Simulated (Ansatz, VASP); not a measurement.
## MoPt2: VASP beside Ansatz

File INCAR:

```
PREC     = Accurate       # precision mode
ENCUT    = 520            # plane-wave cutoff, eV
EDIFF    = 1E-6           # SCF threshold, eV
ISMEAR   = -1             # smearing method
SIGMA    = 0.05           # smearing width, eV
LREAL    = F              # projectors in reciprocal space
LASPH    = T              # aspherical terms in the spheres
NELM     = 100            # most SCF steps
ALGO     = Normal         # electronic algorithm
ISIF     = 2              # what is computed and relaxed
LWAVE    = F              # write WAVECAR
LCHARG   = T              # write CHGCAR
GGA      = CA             # functional
LELF     = T              # ELF
LVHAR    = T            
NBANDS   = 24             # bands
```

The input KPOINTS:

```
regular mesh
0
Gamma
  13 13 13
```

Contents of POSCAR:

```
MoPt2
1.0
   -1.3740000000      1.9575000000      4.1190000000
    1.3740000000     -1.9575000000      4.1190000000
    1.3740000000      1.9575000000     -4.1190000000
Mo Pt
1 2
Direct
    0.0000000000      0.0000000000      0.0000000000
    0.6470000000      0.6470000000      0.0000000000
    0.3530000000      0.3530000000      0.0000000000
```

Input for Ansatz:

```yaml
crystal:
  lattice:
    - [-1.374, 1.9575, 4.119]
    - [1.374, -1.9575, 4.119]
    - [1.374, 1.9575, -4.119]
  atoms:
    - { symbol: Mo, position: [0.0, 0.0, 0.0] }
    - { symbol: Pt, position: [0.647, 0.647, 0.0] }
    - { symbol: Pt, position: [0.353, 0.353, 0.0] }
kpoints:
  mp_grid: { grid: [13, 13, 13] }
scf:
  occupations: { method: fermi_dirac, width: 0.05 }
hamiltonian:
  xc: lda
  pseudopotentials: { kind: all_electron, lapw: { basis_error: 0.001 } }
output:
  forces: true
  stress: true
  eigenvalues: true
  populations: true
```

Alike in both runs: task single point; functional LDA; k mesh 13 × 13 × 13; occupations fermi-dirac, width 0.05 eV; no spin polarisation.

|  | VASP | Ansatz |
| --- | --- | --- |
| version | VASP 6.6.1 | Ansatz 0.2.0 |
| potentials or method | VASP PAW LDA potentials, release 64 (Mo_sv, Pt), cutoff 520 eV | all-electron LAPW, scalar-relativistic |

VASP gave:

```
pressure (GPa)                                                : 6.8
traceless stress, the component that is largest in VASP (GPa) : 15.18
rms of the force components (eV/Å)                            : 2.252
```

**Question.** Which values does Ansatz return?

**Answer.** Pressure (GPa): 5.9; traceless stress, the component that is largest in VASP (GPa): 15.37; rms of the force components (eV/Å): 2.245.

LDA's correlation is that of Perdew and Zunger in VASP and of Perdew and Wang (1992) in Ansatz. Atom by atom the forces differ by 0.007 eV/Å (rms over components). Ansatz ran all-electron here, and VASP with PAW potentials.

Spin-orbit coupling is off throughout.
